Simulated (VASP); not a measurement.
Input of a VASP 6.6.1 run:

File INCAR:

```
ALGO = Normal ; EDIFF = 1E-7
ENCUT = 520 ; GGA = PE
ISIF = 2 ; ISMEAR = 0
LASPH = True ; LCHARG = True
LELF = True ; LREAL = False
LVHAR = True ; LWAVE = False
NBANDS = 18 ; NELM = 60
PREC = Accurate ; SIGMA = 0.15
```

The input KPOINTS:

```
k-points
0
Gamma
  18 18 18
```

Contents of POSCAR:

```
Si2W
1.0
   -1.6146459823      1.6146459823      3.9336145459
    1.6146459823     -1.6146459823      3.9336145459
    1.6146459823      1.6146459823     -3.9336145459
Si W
2 1
Direct
    0.3027953053      0.3027953053      0.0000000000
    0.6972046947      0.6972046947      0.0000000000
    0.0000000000      0.0000000000      0.0000000000
```

Potentials or basis: VASP PAW PBE potentials, release 64 (Si, W_sv).

Command:

```bash
$ cat potpaw_PBE.64/Si/POTCAR potpaw_PBE.64/W_sv/POTCAR > POTCAR
$ mpirun -np 1 vasp_std > vasp.out
```

Question: What does it give for the band gap on the k mesh?

Answer: Zero (band 11 reaches 13.00 eV, above the bottom of band 12 at 11.02 eV).

Question: Predict the largest force.

Answer: 4.282 eV/Å.

Question: Predict the pressure.

Answer: 6.7 GPa.

Forces on the atoms (eV/Å):
```
Si   0.000  0.000  4.282
Si   0.000  0.000 -4.282
W    0.000  0.000  0.000
```

Caveat: spin-orbit coupling is left out, which moves the levels of the heavy elements; forces of over 1 eV/Å act on the atoms, so gaps and moduli don't describe the material at rest.
